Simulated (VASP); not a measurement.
**SrTiO3: single point with PBE**

The system is SrTiO3.

```
Sr Ti O
1.0
    -3.93640    0.00000   -3.93640
     0.00000   -3.93640   -3.93640
    -3.93640   -3.93640    0.00000
Sr Ti O
2 2 6
Direct
  0.00117 0.00117 0.99883
  0.50117 0.50117 0.49883
  0.25545 0.25545 0.24455
  0.75545 0.75545 0.74455
  0.99277 0.49277 0.00723
  0.49277 0.99277 0.50723
  0.99277 0.49277 0.50723
  0.49277 0.99277 0.00723
  0.99174 0.99174 0.50826
  0.49174 0.49174 0.00826
```

This cell differs from its parent crystal: atoms displaced along a vibrational mode.

```yaml
Program: VASP 6.6.1
Task: single point
Functional: PBE
Potentials_or_basis: VASP PAW PBE potentials, release 64 (Sr_sv, Ti_sv, O)
Cutoff: 520 eV
k_mesh: 6 × 6 × 6
Occupations: gaussian, width 0.05 eV
Spin: no spin polarisation
Dipole_correction: no
Further_INCAR_settings: ALGO = Normal; EDIFF = 1e-06; NBANDS = 51
```

```
Pressure               : 1.4 GPa
Largest force          : 0.158 eV/Å
Band gap on the k mesh : 1.84 eV
```

Forces on the atoms (eV/Å):
```
Sr   0.000  0.000 -0.058
Sr   0.000  0.000 -0.058
Ti   0.000  0.000  0.143
Ti   0.000  0.000  0.143
O    0.000  0.000  0.036
O    0.000  0.000  0.036
O    0.000  0.000  0.036
O    0.000  0.000  0.036
O    0.000  0.000 -0.158
O    0.000  0.000 -0.158
```

Stress tensor (GPa, compression positive):
```
0.72 0.00 0.00
0.00 0.72 0.00
0.00 0.00 2.69
```

Levels at points of the mesh, in eV from the valence-band top:
| k point | band 38 | band 39 | band 40 | band 41 | band 42 | band 43 |
| --- | --- | --- | --- | --- | --- | --- |
| (0.00, 0.00, 0.00) | -0.07 | -0.07 | 0.00 | 1.84 | 2.05 | 2.05 |
| (0.50, 0.00, 0.00) | -0.93 | -0.65 | -0.65 | 3.25 | 3.25 | 3.35 |
| (0.50, 0.50, 0.00) | -0.73 | -0.73 | -0.09 | 2.01 | 3.71 | 3.71 |
| (0.00, 0.50, 0.50) | -0.94 | -0.84 | -0.15 | 2.19 | 3.66 | 3.68 |

Wall time 4.1 min on 1 thread of Intel(R) Xeon(R) Platinum 8488C (Sapphire Rapids), on a shared host, peak memory 0.35 GiB.

Caveat: the cell differs from its parent crystal (atoms displaced along a vibrational mode). A k mesh can miss the band edges.
